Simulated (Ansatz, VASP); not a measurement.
# TaN in VASP and in Ansatz

```xyz
4
Lattice="3.0702 0.0000 0.0000 -1.5351 2.6589 0.0000 0.0000 0.0000 4.9727" Properties=species:S:1:pos:R:3 pbc="T T T"
Ta    0.0000    1.7726    0.0000
Ta    1.5351    0.8863    2.4864
N     0.0000    1.7726    1.9145
N     1.5351    0.8863    4.4009
```

Change from the starting cell: volume scaled by 1.02.

Alike in both runs: task single point; functional PBEsol; k mesh 9 × 9 × 5; occupations fermi-dirac, width 0.01 eV; no spin polarisation.

|  | VASP | Ansatz |
| --- | --- | --- |
| version | VASP 6.6.1 | Ansatz 0.2.0 |
| potentials or method | VASP PAW PBE potentials, release 64 (Ta_pv, N), cutoff 520 eV | all-electron LAPW, scalar-relativistic |

Ansatz gave:

- pressure (GPa): 110.4
- traceless stress, the component that is largest in VASP (GPa): -14.72
- rms of the force components (eV/Å): 1.278

Q: Estimate VASP's values.

A: Pressure (GPa): 115.6; traceless stress, the component that is largest in VASP (GPa): -15.35; rms of the force components (eV/Å): 1.308.

VASP's potentials were made for PBE, not for PBEsol. Atom by atom the forces differ by 0.030 eV/Å (rms over components). Both programs put the cell under a high pressure, so it lies far from rest at this level. Ansatz ran all-electron here, and VASP with PAW potentials.

Spin-orbit coupling is off throughout. Noted on VASP's run: the cell as given lies far from equilibrium.
